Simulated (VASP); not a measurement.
# MnS (F-43m) in VASP: a series of runs

MnS is run at these levels: PBE; tasks: single point.

Everything below comes from runs of VASP 6.6.1. Logs are shortened: lines on timing, memory, paths and dates and some standing lists are left out, and cuts for length are marked.

## (1) The cell of the first run

It takes space group F-43m (No. 216, cubic). Conventional cell: a = 4.910 Å, b = 4.910 Å, c = 4.910 Å, α = 90.00°, β = 90.00°, γ = 90.00°. Within 2.8 Å of Mn (site symmetry -43m) lie 4 S at 2.13 Å. Within 2.8 Å of S (site symmetry -43m) lie 4 Mn at 2.13 Å.

## (2) Single point, PBE (14.80 Å³/atom)

Contents of INCAR:

```
PREC = Accurate ; ENCUT = 520
EDIFF = 1E-6 ; ISMEAR = 0
SIGMA = 0.05 ; LREAL = F
LASPH = T ; NELM = 80
ALGO = Normal ; ISIF = 2
LWAVE = F ; LCHARG = F
GGA = PE ; NBANDS = 16
```

Contents of KPOINTS:

```
Automatic mesh
0
Gamma
  10 10 10
```

Contents of POSCAR:

```
MnS
1.0
    0.0000000000      2.4551172384      2.4551172384
    2.4551172384      0.0000000000      2.4551172384
    2.4551172384      2.4551172384      0.0000000000
Mn S
1 1
Direct
    0.0000000000      0.0000000000      0.0000000000
    0.2500000000      0.2500000000      0.2500000000
```

Potentials or basis: VASP PAW PBE potentials, release 64 (Mn_pv, S).

The run is started by

```bash
$ cat potpaw_PBE.64/Mn_pv/POTCAR potpaw_PBE.64/S/POTCAR > POTCAR
$ mpirun -np 1 vasp_std > vasp.out
```

OUTCAR:

```text
PREC = Accurate
   ENCUT = 520
   EDIFF = 1E-6
   ISMEAR = 0
   LREAL = F
   LASPH = T
   NELM = 80
   ISIF = 2
   GGA = PE

 ion  position               nearest neighbor table
   1  0.000  0.000  0.000-   2 2.13   2 2.13   2 2.13   2 2.13
   2  0.250  0.250  0.250-   1 2.13   1 2.13   1 2.13   1 2.13

  LATTYP: Found a face centered cubic cell.
 ALAT       =     4.9102344768

  Lattice vectors:

 A1 = (   0.0000000000,   2.4551172384,   2.4551172384)
 A2 = (   2.4551172384,   0.0000000000,   2.4551172384)
 A3 = (   2.4551172384,   2.4551172384,   0.0000000000)

Analysis of symmetry for initial positions (statically):
=====================================================================
 Subroutine PRICEL returns:
 Original cell was already a primitive cell.

 Routine SETGRP: Setting up the symmetry group for a
 face centered cubic supercell.

 Subroutine GETGRP returns: Found 24 space group operations
 (whereof 24 operations were pure point group operations)
 out of a pool of 48 trial point group operations.

The static configuration has the point symmetry T_d .

Analysis of symmetry for dynamics (positions and initial velocities):
=====================================================================
 Subroutine PRICEL returns:
 Original cell was already a primitive cell.

 Routine SETGRP: Setting up the symmetry group for a
 face centered cubic supercell.

 Subroutine GETGRP returns: Found 24 space group operations
 (whereof 24 operations were pure point group operations)
 out of a pool of 48 trial point group operations.

The dynamic configuration has the point symmetry T_d .

 Subroutine INISYM returns: Found 24 space group operations
 (whereof 24 operations are pure point group operations),
 and found     1 'primitive' translations

----------------------------------------------------------------------------------------

                                     Primitive cell

  volume of cell :      29.5969

  direct lattice vectors                    reciprocal lattice vectors
     0.000000000  2.455117238  2.455117238    -0.203656262  0.203656262  0.203656262
     2.455117238  0.000000000  2.455117238     0.203656262 -0.203656262  0.203656262
     2.455117238  2.455117238  0.000000000     0.203656262  0.203656262 -0.203656262

  length of vectors
     3.472060096  3.472060096  3.472060096     0.352742993  0.352742993  0.352742993

  position of ions in fractional coordinates (direct lattice)
     0.000000000  0.000000000  0.000000000
     0.250000000  0.250000000  0.250000000

  ion indices of the primitive-cell ions
   primitive index   ion index
                 1           1
                 2           2

----------------------------------------------------------------------------------------

 KPOINTS: Automatic mesh

Automatic generation of k-mesh.
 Grid dimensions read from file:
 generate k-points for:   10   10   10

 Generating k-lattice:

  Cartesian coordinates                     Fractional coordinates (reciprocal lattice)
    -0.020365626  0.020365626  0.020365626     0.100000000  0.000000000  0.000000000
     0.020365626 -0.020365626  0.020365626     0.000000000  0.100000000  0.000000000
     0.020365626  0.020365626 -0.020365626     0.000000000  0.000000000  0.100000000

  Length of vectors
     0.035274299  0.035274299  0.035274299

  Shift w.r.t. Gamma in fractional coordinates (k-lattice)
     0.000000000  0.000000000  0.000000000

 Subroutine IBZKPT returns following result:
 ===========================================

 Found     47 irreducible k-points:

 Following reciprocal coordinates:
            Coordinates               Weight
  0.000000  0.000000  0.000000      1.000000
  0.100000  0.000000  0.000000      8.000000
  0.200000  0.000000  0.000000      8.000000
  0.300000  0.000000  0.000000      8.000000
  0.400000  0.000000  0.000000      8.000000
  0.500000  0.000000  0.000000      4.000000
[... 16 lines left out ...]
  0.300000  0.300000  0.000000      6.000000
  0.400000  0.300000  0.000000     24.000000
 [... further k-points ...]
   k-points           NKPTS =     47   k-points in BZ     NKDIM =     47   number of bands    NBANDS=     16
   number of dos      NEDOS =    301   number of ions     NIONS =      2
   total plane-waves  NPLWV =  21952
   dimension x,y,z NGX =    28 NGY =   28 NGZ =   28
   dimension x,y,z NGXF=    56 NGYF=   56 NGZF=   56
   ions per type =               1   1
   NGX,Y,Z   is equivalent  to a cutoff of  13.41, 13.41, 13.41 a.u.
   NGXF,Y,Z  is equivalent  to a cutoff of  26.81, 26.81, 26.81 a.u.
 SYSTEM =  unknown system
   PREC   = accura    normal or accurate (medium, high low for compatibility)
   ISTART =      0    job   : 0-new  1-cont  2-samecut
   ICHARG =      2    charge: 1-file 2-atom 10-const
   ISPIN  =      1    spin polarized calculation?
   LNONCOLLINEAR =      F non collinear calculations
   LSORBIT =      F    spin-orbit coupling
   LASPH  =      T    aspherical Exc in radial PAW
   ENCUT  =  520.0 eV  38.22 Ry    6.18 a.u.   6.46  6.46  6.46*2*pi/ulx,y,z
   NELM   =     80;   NELMIN=  2; NELMDL= -5     # of ELM steps
   EDIFF  = 0.1E-05   stopping-criterion for ELM
   LREAL  =      F    real-space projection
   EDIFFG = 0.1E-04   stopping-criterion for IOM
   NSW    =      0    number of steps for IOM
   IBRION =     -1    ionic relax: 0-MD 1-quasi-New 2-CG
   NFREE  =      0    steps in history (QN), initial steepest desc. (CG)
   ISIF   =      2    stress and relaxation
   ISYM   =      2    0-nonsym 1-usesym 2-fastsym
   POTIM  = 0.5000    time-step for ionic-motion
   TEBEG  =    0.0;   TEEND  =   0.0 temperature during run
   PSTRESS=    0.0 pullay stress
   NELECT =      19.0000    total number of electrons
   NUPDOWN=      -1.0000    fix difference up-down
   EMIN   =  10.00;   EMAX   =-10.00  energy-range for DOS
   EFERMI =   0.00;   METHOD = LEGACY
   ISMEAR =     0;   SIGMA  =   0.05  broadening in eV -4-tet -1-fermi 0-gaus
   EFERMI_NEDOS =   21; number of points for ismear=-14 and -15
   IALGO  =     38    algorithm
   IMIX   =      4    mixing-type and parameters
     AMIX     =   0.40;   BMIX     =  1.00
     AMIX_MAG =   1.60;   BMIX_MAG =  1.00
  volume/ion in A,a.u.               =      14.80        99.86
  Fermi-wavevector in a.u.,A,eV,Ry     =   1.412246  2.668759 27.136001  1.994440
  Thomas-Fermi vector in A             =   2.534015
   LORBIT       =      0    0 simple, 1 ext, 2 COOP (PROOUT), +10 PAW based schemes
   GGA     = PE    functional components
   LHFCALC =     F    Hartree Fock is set to
   AEXX    =    0.0000 exact exchange contribution
   IVDW    =     0    specifies the selected vdW correction
   LEPSILON=     F    determine dielectric tensor
   LRPA    =     F    only Hartree local field effects (RPA)
 non-spin polarized calculation
 Gauss-broadening in eV      SIGMA  =   0.05
  energy-cutoff  :      520.00
  volume of cell :       29.60
 maximum number of plane-waves:       821
 NGX is ok and might be reduce to    28
   NGX = 13   NGY = 13   NGZ = 13

 number of electron      18.9999991 magnetization

 Free energy of the ion-electron system (eV)
  ---------------------------------------------------
  ext. energy  EPLUGINS =         0.00000000
  ---------------------------------------------------
  free energy    TOTEN  =       -13.65353670 eV

  energy without entropy =      -13.64916500  energy(sigma->0) =      -13.65135085

 E-fermi :   7.6566     XC(G=0): -11.3538

 val. band max:        7.6504469680   @ k =  -0.4000   0.4000   0.2000
 cond. band min:       7.6599887934   @ k =   0.5000   0.3000   0.1000
 fundamental gap:      0.0095418254
 Fermi energy:         7.6565583534

 k-point     1 :       0.0000    0.0000    0.0000
  band No.  band energies     occupation
      1     -39.9992      2.00000
      2     -39.9992      2.00000
      3     -39.9992      2.00000
      4      -7.7319      2.00000
      5       2.9149      2.00000
      6       2.9149      2.00000
[... 8 lines left out ...]
     15      15.7032      0.00000
     16      15.7032      0.00000

 k-point     2 :       0.1000    0.0000    0.0000
  band No.  band energies     occupation
      1     -40.0019      2.00000
      2     -39.9996      2.00000
      3     -39.9996      2.00000
      4      -7.6237      2.00000
      5       2.7095      2.00000
      6       2.9517      2.00000
[... 8 lines left out ...]
     15      15.9283      0.00000
     16      15.9283      0.00000

 k-point     3 :       0.2000    0.0000    0.0000
  band No.  band energies     occupation
      1     -40.0092      2.00000
      2     -40.0007      2.00000
      3     -40.0007      2.00000
      4      -7.3249      2.00000
      5       2.2039      2.00000
      6       3.0414      2.00000
[... 8 lines left out ...]
     15      16.3701      0.00000
     16      16.3701      0.00000

 k-point     4 :       0.3000    0.0000    0.0000
  band No.  band energies     occupation
      1     -40.0181      2.00000
      2     -40.0021      2.00000
      3     -40.0021      2.00000
      4      -6.9178      2.00000
      5       1.6124      2.00000
      6       3.1350      2.00000
[... 8 lines left out ...]
     15      16.5552      0.00000
     16      16.5552      0.00000
[... 324 lines left out ...]
 k-point    22 :      -0.2000    0.2000    0.0000
  band No.  band energies     occupation
      1     -40.0171      2.00000
      2     -40.0072      2.00000
      3     -40.0021      2.00000
      4      -6.7813      2.00000
      5       1.7432      2.00000
      6       2.8214      2.00000
[... 8 lines left out ...]
     15      16.4391      0.00000
     16      16.8920      0.00000

 k-point    23 :       0.3000    0.3000    0.0000
  band No.  band energies     occupation
      1     -40.0180      2.00000
      2     -40.0062      2.00000
      3     -40.0062      2.00000
      4      -6.6466      2.00000
      5       1.4731      2.00000
      6       3.2858      2.00000
[... 8 lines left out ...]
     15      18.9741      0.00000
     16      19.1173      0.00000

 k-point    24 :       0.4000    0.3000    0.0000
  band No.  band energies     occupation
      1     -40.0221      2.00000
      2     -40.0083      2.00000
      3     -40.0075      2.00000
      4      -6.3568      2.00000
      5       1.2608      2.00000
      6       3.2693      2.00000
[... 8 lines left out ...]
     15      18.8405      0.00000
     16      19.3345      0.00000

 [... further k-points ...]

------------------------ aborting loop because EDIFF is reached ----------------------------------------

  FORCE on cell =-STRESS in cart. coord.  units (eV):
  Direction    XX          YY          ZZ          XY          YZ          ZX
  --------------------------------------------------------------------------------------
  -------------------------------------------------------------------------------------
  Total        1.1590949      1.1590949      1.1590949     -0.0000000      0.0000000      0.0000000
  in kB       62.7455425     62.7455425     62.7455425     -0.0000000      0.0000000      0.0000000
  external PRESSURE =      62.7455425 kB  Pullay stress =       0.0000000 kB

 VOLUME and BASIS-vectors are now :
 -----------------------------------------------------------------------------
  energy-cutoff  :      520.00
  volume of cell :       29.60
      direct lattice vectors                 reciprocal lattice vectors
     0.000000000  2.455117238  2.455117238    -0.203656262  0.203656262  0.203656262
     2.455117238  0.000000000  2.455117238     0.203656262 -0.203656262  0.203656262
     2.455117238  2.455117238  0.000000000     0.203656262  0.203656262 -0.203656262

 POSITION                                       TOTAL-FORCE (eV/Angst)
 -----------------------------------------------------------------------------------
      0.00000      0.00000      0.00000         0.000000      0.000000      0.000000
      1.22756      1.22756      1.22756        -0.000000     -0.000000     -0.000000
 -----------------------------------------------------------------------------------
    total drift:                                0.000001      0.000001      0.000001

  FREE ENERGIE OF THE ION-ELECTRON SYSTEM (eV)
  ---------------------------------------------------
  free  energy   TOTEN  =       -13.6535366950 eV

  energy  without entropy=      -13.6491650028  energy(sigma->0) =      -13.65135085
```

Wall time 22 s (1 thread of Intel Xeon Platinum 8259CL at 2.50GHz (Skylake/Cascade Lake), shared host); peak memory 0.16 GiB.

What came out:

| Item | Value |
| --- | --- |
| Free energy | -13.6535 eV |
| Pressure | 6.3 GPa |
| Band gap on the k mesh | zero (an odd number of electrons rules out a gap without spin polarisation) |

Levels at points of the mesh, in eV from the Fermi level:
| k point | band 6 | band 7 | band 8 | band 9 | band 10 | band 11 | band 12 | band 13 |
| --- | --- | --- | --- | --- | --- | --- | --- | --- |
| (0.00, 0.00, 0.00) | -4.74 | -4.74 | -0.75 | -0.75 | 3.86 | 3.86 | 3.86 | 3.97 |
| (0.50, 0.00, 0.00) | -4.45 | -4.45 | -0.48 | -0.48 | -0.27 | 2.04 | 2.04 | 5.64 |
| (0.50, 0.50, 0.00) | -4.05 | -4.05 | -1.74 | -0.13 | -0.05 | 0.32 | 0.32 | 5.70 |

Caveat: the cell stands under pressure; the run has no spin polarisation, though such a crystal can be magnetic; semilocal functionals often make such compounds metallic where correlation or magnetic order opens a gap, which also shifts bond lengths. With open d or f shells a metallic result of PBE can be an artefact of self-interaction; +U or a hybrid may open a gap.

(Continued in part 2 of 2.)
